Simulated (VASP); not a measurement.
A run of VASP 6.6.1 is set up as follows.

File INCAR:

```
SYSTEM = C
PREC = Accurate
ENCUT = 600
EDIFF = 1E-6
ISMEAR = -1
SIGMA = 0.05
LREAL = .False.
LASPH = .True.
NELM = 60
ALGO = Normal
ISIF = 3
LWAVE = .False.
LCHARG = .False.
GGA = PE
IBRION = 2
NSW = 60
EDIFFG = -0.01
```

KPOINTS

```
Automatic mesh
0
Gamma
  13 13 8
  0 0 0
```

POSCAR

```
C
1.0
    2.1273203072     -1.2282824400      0.0000000000
    2.1273203072      1.2282824400      0.0000000000
   -1.3790696309      0.0000000000      3.5028300786
C
2
Direct
    0.1666444700      0.1666444700      0.9999069600
    0.8333555300      0.8333555300      0.0000930400
```

Potentials or basis: VASP PAW PBE potentials, release 64 (C).

Run with:

```console
$ cat potpaw_PBE.64/C/POTCAR > POTCAR
$ mpirun -np 1 vasp_std > vasp.out
```

**Question.** Predict the relaxed volume.

**Answer.** 10.50 Å³/atom.

**Question.** What does it give for the space group after relaxing (to 0.1 Å)?

**Answer.** R-3m (No. 166).

**Question.** What does it give for the relaxed cell?

**Answer.** a = 2.467 Å, b = 2.467 Å, c = 4.225 Å, α = 106.69°, β = 106.69°, γ = 60.01°.

Step by step:
```tsv
step	energy change (eV)	largest force (eV/Å)	pressure (GPa)	volume (Å³)
1	0.0000	0.0045	3.84	18.31
2	0.0079	0.0077	-6.27	18.89
3	-0.0025	0.0020	0.35	18.50
4	-0.0035	0.0039	0.35	18.59
5	-0.0062	0.0199	0.29	18.85
6	-0.0101	0.0528	0.26	19.39
7	-0.0140	0.1200	0.28	20.46
8	-0.0125	0.4636	-0.16	20.69
9	-0.0144	0.0694	0.14	20.53
10	-0.0145	0.0392	-0.10	20.63
11	-0.0145	0.0296	-0.04	20.60
12	-0.0145	0.1148	0.18	20.63
13	-0.0146	0.0441	0.09	20.61
14	-0.0146	0.0138	0.23	20.64
15	-0.0147	0.0056	0.29	20.65
16	-0.0147	0.0500	0.06	20.70
17	-0.0147	0.0585	0.04	20.70
18	-0.0148	0.0378	-0.06	20.73
19	-0.0148	0.0204	-0.23	20.78
20	-0.0149	0.0220	-0.07	20.80
21	-0.0149	0.0244	0.02	20.80
22	-0.0149	0.0311	0.14	20.81
23	-0.0149	0.0066	0.18	20.82
24	-0.0149	0.0279	0.20	20.83
25	-0.0150	0.0308	0.15	20.85
26	-0.0150	0.0405	-0.01	20.90
27	-0.0150	0.0187	-0.03	20.92
28	-0.0150	0.0367	-0.06	20.94
29	-0.0151	0.0342	-0.04	20.96
30	-0.0151	0.0300	0.00	21.01
31	-0.0151	0.0019	0.05	21.01
```

Caveat: this functional lacks dispersion, which binds the layers, so the pressure and a relaxed spacing across them are unreliable.
